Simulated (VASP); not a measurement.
# MgCuC2O6 (R-3) in VASP: single point with r2SCAN

Aim: the single point of MgCuC2O6 with r2SCAN.

All numbers are computed with VASP 6.6.1; they aren't measurements. Logs are shortened: lines on timing, memory, paths and dates and some standing lists are left out, and cuts for length are marked.

**1. The cell of the first run**

Symmetry: R-3, No. 148, trigonal system. The conventional cell has a = 4.547 Å, b = 4.547 Å, c = 14.888 Å, α = 90.00°, β = 90.00°, γ = 120.00°. Cu (site symmetry -3) has 6 O at 1.64 Å within 2.2 Å. Within 2.7 Å of Mg (site symmetry -3) lie 6 O at 2.05 Å. C (site symmetry 3) has 12 O at 2.33 to 3.16 Å and 3 Mg at 2.86 Å and 3 Cu at 2.95 Å within 3.2 Å. Within 2.2 Å of O (site symmetry 1) lie 1 Cu at 1.64 Å and 1 Mg at 2.05 Å and 4 O at 2.07 to 2.16 Å.

**2. Single point, r2SCAN**

Contents of POSCAR:

```
MgCuC2O6
1.0
    2.2735232900      3.9378555400      0.0000000000
   -2.2735232900      3.9378555400      0.0000000000
    0.0000000000     -2.6252370300      4.9626969100
Cu Mg C O
1 1 2 6
Direct
    0.0000000000      0.0000000000      0.0000000000
    0.5000000000      0.5000000000      0.5000000000
    0.2435000000      0.2435000000      0.7305000000
    0.7565000000      0.7565000000      0.2695000000
    0.7618000000      0.7662000000      0.8367000000
    0.3087000000      0.7618000000      0.8367000000
    0.7662000000      0.3087000000      0.8367000000
    0.2382000000      0.2338000000      0.1633000000
    0.6913000000      0.2382000000      0.1633000000
    0.2338000000      0.6913000000      0.1633000000
```

Contents of INCAR.step1:

```
SYSTEM = MgCuC2O6
ALGO = Normal ; EDIFF = 1E-4
ENCUT = 520 ; GGA = PE
ISMEAR = -1 ; LASPH = .True.
LCHARG = .False. ; LREAL = .False.
LWAVE = .True. ; NBANDS = 40
NELM = 100 ; PREC = Accurate
SIGMA = 0.1
```

Contents of INCAR.step2:

```
SYSTEM = MgCuC2O6
ALGO = Normal ; EDIFF = 1E-7
ENCUT = 520 ; ISIF = 2
ISMEAR = -1 ; ISTART = 1
LASPH = .True. ; LCHARG = .False.
LMIXTAU = .True. ; LREAL = .False.
LWAVE = .False. ; METAGGA = R2SCAN
NBANDS = 40 ; NELM = 100
PREC = Accurate ; SIGMA = 0.1
```

Contents of KPOINTS:

```
k-points
0
Gamma
  6 6 6
  0 0 0
```

Potentials or basis: VASP PAW PBE potentials, release 64 (Cu, Mg, C, O).

On the command line:

```console
$ cat potpaw_PBE.64/Cu/POTCAR potpaw_PBE.64/Mg/POTCAR potpaw_PBE.64/C/POTCAR potpaw_PBE.64/O/POTCAR > POTCAR
$ cp INCAR.step1 INCAR
$ mpirun -np 1 vasp_std > vasp.out
$ cp INCAR.step2 INCAR
$ mpirun -np 1 vasp_std > vasp.out
```

OUTCAR:

```text
SYSTEM = MgCuC2O6
   EDIFF = 1E-7
   ENCUT = 520
   ISIF = 2
   ISMEAR = -1
   ISTART = 1
   LASPH = .True.
   LREAL = .False.
   METAGGA = R2SCAN
   NELM = 100
   PREC = Accurate

 ion  position               nearest neighbor table
   1  0.000  0.000  0.000-   5 1.64   8 1.64   7 1.64  10 1.64   9 1.64   6 1.64
   2  0.500  0.500  0.500-   5 2.05   8 2.05   6 2.05   9 2.05   7 2.05  10 2.05   3 2.86   4 2.86
                             3 2.86   3 2.86   4 2.86   4 2.86
   3  0.243  0.243  0.730-   2 2.86   2 2.86   2 2.86
   4  0.757  0.757  0.270-   2 2.86   2 2.86   2 2.86
   5  0.762  0.766  0.837-   1 1.64   2 2.05
   6  0.309  0.762  0.837-   1 1.64   2 2.05
   7  0.766  0.309  0.837-   1 1.64   2 2.05
   8  0.238  0.234  0.163-   1 1.64   2 2.05
   9  0.691  0.238  0.163-   1 1.64   2 2.05
  10  0.234  0.691  0.163-   1 1.64   2 2.05

  LATTYP: Found a trigonal (rhomboedric) cell.
 ALAT       =     5.6142885679
 COS(alpha) =     0.6720260515

  Lattice vectors:

 A1 = (   2.2735232900,   1.3126185100,   4.9626969100)
 A2 = (  -2.2735232900,   1.3126185100,   4.9626969100)
 A3 = (   0.0000000000,  -2.6252370300,   4.9626969100)

Analysis of symmetry for initial positions (statically):
=====================================================================
 Subroutine PRICEL returns:
 Original cell was already a primitive cell.

 Routine SETGRP: Setting up the symmetry group for a
 trigonal (rhombohedral) supercell.

 Subroutine GETGRP returns: Found  6 space group operations
 (whereof  6 operations were pure point group operations)
 out of a pool of 12 trial point group operations.

The static configuration has the point symmetry S_6 .

Analysis of symmetry for dynamics (positions and initial velocities):
=====================================================================
 Subroutine PRICEL returns:
 Original cell was already a primitive cell.

 Routine SETGRP: Setting up the symmetry group for a
 trigonal (rhombohedral) supercell.

 Subroutine GETGRP returns: Found  6 space group operations
 (whereof  6 operations were pure point group operations)
 out of a pool of 12 trial point group operations.

The dynamic configuration has the point symmetry S_6 .

 Subroutine INISYM returns: Found  6 space group operations
 (whereof  6 operations are pure point group operations),
 and found     1 'primitive' translations

----------------------------------------------------------------------------------------

                                     Primitive cell

  volume of cell :      88.8601

  direct lattice vectors                    reciprocal lattice vectors
     2.273523290  3.937855540  0.000000000     0.219922973  0.126972662  0.067167780
    -2.273523290  3.937855540  0.000000000    -0.219922973  0.126972662  0.067167780
     0.000000000 -2.625237030  4.962696910     0.000000000  0.000000000  0.201503339

  length of vectors
     4.547044579  4.547044579  5.614288030     0.262677904  0.262677904  0.201503339

  position of ions in fractional coordinates (direct lattice)
     0.000000000  0.000000000  0.000000000
     0.500000000  0.500000000  0.500000000
     0.243500000  0.243500000  0.730500000
     0.756500000  0.756500000  0.269500000
     0.761800000  0.766200000  0.836700000
     0.308700000  0.761800000  0.836700000
     0.766200000  0.308700000  0.836700000
     0.238200000  0.233800000  0.163300000
     0.691300000  0.238200000  0.163300000
     0.233800000  0.691300000  0.163300000

  ion indices of the primitive-cell ions
   primitive index   ion index
                 1           1
                 2           2
                 3           3
                 4           4
                 5           5
                 6           6
                 7           7
                 8           8
                 9           9
                10          10

----------------------------------------------------------------------------------------

 KPOINTS: k-points

Automatic generation of k-mesh.
 Grid dimensions read from file:
 generate k-points for:    6    6    6

 Generating k-lattice:

  Cartesian coordinates                     Fractional coordinates (reciprocal lattice)
     0.036653829  0.021162110  0.011194630     0.166666667  0.000000000  0.000000000
    -0.036653829  0.021162110  0.011194630     0.000000000  0.166666667  0.000000000
     0.000000000  0.000000000  0.033583890     0.000000000  0.000000000  0.166666667

  Length of vectors
     0.043779651  0.043779651  0.033583890

  Shift w.r.t. Gamma in fractional coordinates (k-lattice)
     0.000000000  0.000000000  0.000000000

 Subroutine IBZKPT returns following result:
 ===========================================

 Found     40 irreducible k-points:

 Following reciprocal coordinates:
            Coordinates               Weight
  0.000000  0.000000  0.000000      1.000000
  0.166667  0.000000  0.000000      6.000000
  0.333333  0.000000  0.000000      6.000000
  0.500000  0.000000  0.000000      3.000000
  0.166667  0.166667  0.000000      6.000000
  0.333333  0.166667  0.000000      6.000000
[... 16 lines left out ...]
  0.166667  0.166667  0.166667      6.000000
  0.333333  0.166667  0.166667      6.000000
 [... further k-points ...]
   k-points           NKPTS =     40   k-points in BZ     NKDIM =     40   number of bands    NBANDS=     40
   number of dos      NEDOS =    301   number of ions     NIONS =     10
   total plane-waves  NPLWV =  54432
   dimension x,y,z NGX =    36 NGY =   36 NGZ =   42
   dimension x,y,z NGXF=    72 NGYF=   72 NGZF=   84
   ions per type =               1   1   2   6
   NGX,Y,Z   is equivalent  to a cutoff of  13.16, 13.16, 12.44 a.u.
   NGXF,Y,Z  is equivalent  to a cutoff of  26.32, 26.32, 24.87 a.u.
 SYSTEM =  MgCuC2O6
   PREC   = accura    normal or accurate (medium, high low for compatibility)
   ISTART =      1    job   : 0-new  1-cont  2-samecut
   ICHARG =      0    charge: 1-file 2-atom 10-const
   ISPIN  =      1    spin polarized calculation?
   LNONCOLLINEAR =      F non collinear calculations
   LSORBIT =      F    spin-orbit coupling
   LASPH  =      T    aspherical Exc in radial PAW
   ENCUT  =  520.0 eV  38.22 Ry    6.18 a.u.   8.45  8.45 10.44*2*pi/ulx,y,z
   NELM   =    100;   NELMIN=  2; NELMDL=  0     # of ELM steps
   EDIFF  = 0.1E-06   stopping-criterion for ELM
   LREAL  =      F    real-space projection
   EDIFFG = 0.1E-05   stopping-criterion for IOM
   NSW    =      0    number of steps for IOM
   IBRION =     -1    ionic relax: 0-MD 1-quasi-New 2-CG
   NFREE  =      0    steps in history (QN), initial steepest desc. (CG)
   ISIF   =      2    stress and relaxation
   ISYM   =      2    0-nonsym 1-usesym 2-fastsym
   POTIM  = 0.5000    time-step for ionic-motion
   TEBEG  =    0.0;   TEEND  =   0.0 temperature during run
   PSTRESS=    0.0 pullay stress
   NELECT =      57.0000    total number of electrons
   NUPDOWN=      -1.0000    fix difference up-down
   EMIN   =  10.00;   EMAX   =-10.00  energy-range for DOS
   EFERMI =   0.00;   METHOD = LEGACY
   ISMEAR =    -1;   SIGMA  =   0.10  broadening in eV -4-tet -1-fermi 0-gaus
   EFERMI_NEDOS =   21; number of points for ismear=-14 and -15
   IALGO  =     38    algorithm
   IMIX   =      4    mixing-type and parameters
     AMIX     =   0.40;   BMIX     =  1.00
     AMIX_MAG =   1.60;   BMIX_MAG =  1.00
  volume/ion in A,a.u.               =       8.89        59.97
  Fermi-wavevector in a.u.,A,eV,Ry     =   1.411879  2.668064 27.121884  1.993402
  Thomas-Fermi vector in A             =   2.533685
   LORBIT       =      0    0 simple, 1 ext, 2 COOP (PROOUT), +10 PAW based schemes
   METAGGA = R2SCAN    functional components
   LHFCALC =     F    Hartree Fock is set to
   AEXX    =    0.0000 exact exchange contribution
   IVDW    =     0    specifies the selected vdW correction
   LEPSILON=     F    determine dielectric tensor
   LRPA    =     F    only Hartree local field effects (RPA)
 non-spin polarized calculation
  energy-cutoff  :      520.00
  volume of cell :       88.86
 maximum number of plane-waves:      2419
 NGX is ok and might be reduce to    36
   NGX = 17   NGY = 17   NGZ = 21

 number of electron      56.9999982 magnetization

 Free energy of the ion-electron system (eV)
  ---------------------------------------------------
  ext. energy  EPLUGINS =         0.00000000
  ---------------------------------------------------
  free energy    TOTEN  =       -53.01908570 eV

  energy without entropy =      -52.84826888  energy(sigma->0) =      -52.93367729

 E-fermi :   3.9509     XC(G=0): -12.1520

 val. band max:        3.9445982388   @ k =   0.5000   0.1667  -0.3333
 cond. band min:       3.9524299213   @ k =   0.1667   0.1667   0.1667
 fundamental gap:      0.0078316825
 Fermi energy:         3.9508614276

 k-point     1 :       0.0000    0.0000    0.0000
  band No.  band energies     occupation
      1     -18.4391      2.00000
      2     -15.7905      2.00000
      3     -14.8940      2.00000
      4     -14.8939      2.00000
      5     -14.6758      2.00000
      6     -14.6758      2.00000
[... 32 lines left out ...]
     39      15.5887      0.00000
     40      15.5887      0.00000

 k-point     2 :       0.1667    0.0000    0.0000
  band No.  band energies     occupation
      1     -18.2740      2.00000
      2     -15.9011      2.00000
      3     -15.1777      2.00000
      4     -14.9604      2.00000
      5     -14.6335      2.00000
      6     -14.5517      2.00000
[... 935 lines left out ...]
     39      15.7230      0.00000
     40      16.0310      0.00000

 k-point    24 :       0.3333    0.1667    0.1667
  band No.  band energies     occupation
      1     -17.9034      2.00000
      2     -16.1530      2.00000
      3     -15.6398      2.00000
      4     -14.9634      2.00000
      5     -14.6626      2.00000
      6     -14.4033      2.00000
[... 32 lines left out ...]
     39      15.5744      0.00000
     40      15.8472      0.00000

 [... further k-points ...]

------------------------ aborting loop because EDIFF is reached ----------------------------------------

  FORCE on cell =-STRESS in cart. coord.  units (eV):
  Direction    XX          YY          ZZ          XY          YZ          ZX
  --------------------------------------------------------------------------------------
  -------------------------------------------------------------------------------------
  Total       30.7929510     30.7929148     12.5064239     -0.0000074     -0.0000000      0.0000000
  in kB      555.2070315    555.2063800    225.4949350     -0.0001342     -0.0000002      0.0000000
  external PRESSURE =     445.3027822 kB  Pullay stress =       0.0000000 kB

 VOLUME and BASIS-vectors are now :
 -----------------------------------------------------------------------------
  energy-cutoff  :      520.00
  volume of cell :       88.86
      direct lattice vectors                 reciprocal lattice vectors
     2.273523290  3.937855540  0.000000000     0.219922973  0.126972662  0.067167780
    -2.273523290  3.937855540  0.000000000    -0.219922973  0.126972662  0.067167780
     0.000000000 -2.625237030  4.962696910     0.000000000  0.000000000  0.201503339

 POSITION                                       TOTAL-FORCE (eV/Angst)
 -----------------------------------------------------------------------------------
      0.00000      0.00000      0.00000         0.000000      0.000000      0.000000
      0.00000      2.62524      2.48135         0.000000      0.000000      0.000000
      0.00000     -0.00000      3.62525         0.000000     -0.000000      1.227250
      0.00000      5.25047      1.33745         0.000000      0.000000     -1.227250
     -0.01000      3.82051      4.15229        -0.209635     -2.290085     -4.549576
     -1.03013      2.01894      4.15229         2.088091      0.963494     -4.549576
      1.04014      2.03627      4.15229        -1.878456      1.326592     -4.549576
      0.01000      1.42997      0.81041         0.209635      2.290085      4.549576
      1.03013      3.23154      0.81041        -2.088091     -0.963494      4.549576
     -1.04014      3.21421      0.81041         1.878456     -1.326592      4.549576
 -----------------------------------------------------------------------------------
    total drift:                                0.000000     -0.000000      0.000000

  FREE ENERGIE OF THE ION-ELECTRON SYSTEM (eV)
  ---------------------------------------------------
  free  energy   TOTEN  =       -53.0190857006 eV

  energy  without entropy=      -52.8482688753  energy(sigma->0) =      -52.93367729
```

Wall time 9.1 min (1 thread of Intel Xeon Platinum 8488C (Sapphire Rapids), shared host); peak memory 0.32 GiB.

What came out:

```yaml
Free_energy: -53.0191 eV
Pressure: 44.5 GPa
Largest_force: 5.098 eV/Å
Band_gap_on_the_k_mesh: zero (an odd number of electrons rules out a gap without spin polarisation)
```

Forces in eV/Å, atoms in the order of the input:
```
Cu   0.000  0.000  0.000
Mg   0.000  0.000  0.000
C    0.000  0.000  1.227
C    0.000  0.000 -1.227
O   -0.210 -2.290 -4.550
O    2.088  0.963 -4.550
O   -1.878  1.327 -4.550
O    0.210  2.290  4.550
O   -2.088 -0.963  4.550
O    1.878 -1.327  4.550
```

Stress tensor (GPa, compression positive):
```
55.52  0.00  0.00
 0.00 55.52  0.00
 0.00  0.00 22.55
```

Caveat: the cell stands under pressure; the PAW data sets were made with another functional, which shifts forces and pressure a little; an odd number of electrons without spin polarisation forces a metal; a magnetic or distorted state may lie lower; semilocal functionals often make such compounds metallic where correlation or magnetic order opens a gap, which also shifts bond lengths. With open d or f shells a metallic result of r2SCAN can be an artefact of self-interaction; +U or a hybrid may open a gap.
